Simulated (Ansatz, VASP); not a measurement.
BAs in VASP and in Ansatz

File INCAR:

```
SYSTEM = BAs
  PREC = Accurate
  ENCUT = 500
  EDIFF = 1E-6
  ISMEAR = 0
  SIGMA = 0.02
  LREAL = .FALSE.
  LASPH = .TRUE.
  NELM = 120
  ALGO = Normal
  ISIF = 2
  LWAVE = .FALSE.
  LCHARG = .FALSE.
  GGA = PE
  NBANDS = 11
  GGA_COMPAT = .FALSE.
```

File KPOINTS:

```
Automatic mesh
0
G
  8 8 8
  0 0 0
```

File POSCAR:

```
BAs
1.0
    0.0000000000      2.3885000000      2.3885000000
    2.3885000000      0.0000000000      2.3885000000
    2.3885000000      2.3885000000      0.0000000000
B As
1 1
Direct
    0.0000000000      0.0000000000      0.0000000000
    0.2500000000      0.2500000000      0.2500000000
```

Input for Ansatz:

```yaml
crystal:
  lattice:
    - [0.0, 2.3885, 2.3885]
    - [2.3885, 0.0, 2.3885]
    - [2.3885, 2.3885, 0.0]
  atoms:
    - { symbol: B, position: [0.0, 0.0, 0.0] }
    - { symbol: As, position: [0.25, 0.25, 0.25] }
basis:
  ecutwfc: 420
kpoints:
  mp_grid: { grid: [8, 8, 8] }
hamiltonian:
  xc: pbe
scf:
  occupations: { method: gaussian, width: 0.02 }
output:
  forces: true
  stress: true
  eigenvalues: true
```

Alike in both runs: task single point; functional PBE; k mesh 8 × 8 × 8; occupations gaussian, width 0.02 eV; no spin polarisation.

|  | VASP | Ansatz |
| --- | --- | --- |
| version | VASP 6.6.1 | Ansatz 0.2.0 |
| potentials or method | VASP PAW PBE potentials, release 64 (B, As), cutoff 500 eV | scalar-relativistic, plane waves, PAW |
| valence electrons in the cell | 8 | 18 |

|  | VASP | Ansatz | Ansatz less VASP |
| --- | --- | --- | --- |
| gap on the k mesh at the Fermi level (eV) | 1.19 | 1.20 | +0.008 |
| least direct gap on the mesh (eV) | 3.28 | 3.28 | +0.004 |
| pressure (GPa) | 3.4 | 2.8 | -0.66 |

The functional is the same, so the differences come from potentials, cutoffs and numerics. VASP's potentials hold 8 valence electrons a cell and Ansatz's 18, so a difference there can come from the potentials and not from the codes.
